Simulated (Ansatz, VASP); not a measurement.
**Sn in VASP and in Ansatz**

```
Sn
1.0
    -1.75441    1.75461   -2.16749
    -1.75441    1.75461    2.16749
     3.50881    3.50923    0.00000
Sn
2
Direct
  0.02015 0.02015 0.00000
  0.47985 0.47985 0.50000
```

Change from the starting cell: mode 1 (-6.9 1/cm) frozen in, largest displacement +0.100 Å.

Alike in both runs: task single point; functional PBE; dispersion D3(BJ); k mesh 18 × 18 × 12; occupations gaussian, width 0.15 eV; no spin polarisation.

|  | VASP | Ansatz |
| --- | --- | --- |
| version | VASP 6.6.1 | Ansatz 0.2.0 |
| potentials or method | VASP PAW PBE potentials, release 64 (Sn_d), cutoff 520 eV | scalar-relativistic, plane waves, PAW |
| valence electrons in the cell | 28 | 28 |

VASP gave:

- gap on the k mesh at the Fermi level (eV): none
- pressure (GPa): 0.2

Problem. Which values does Ansatz return?

Solution. gap on the k mesh at the Fermi level (eV): none; pressure (GPa): 0.1.

A gap of «none» marks a metal or a gap that the smearing closes.
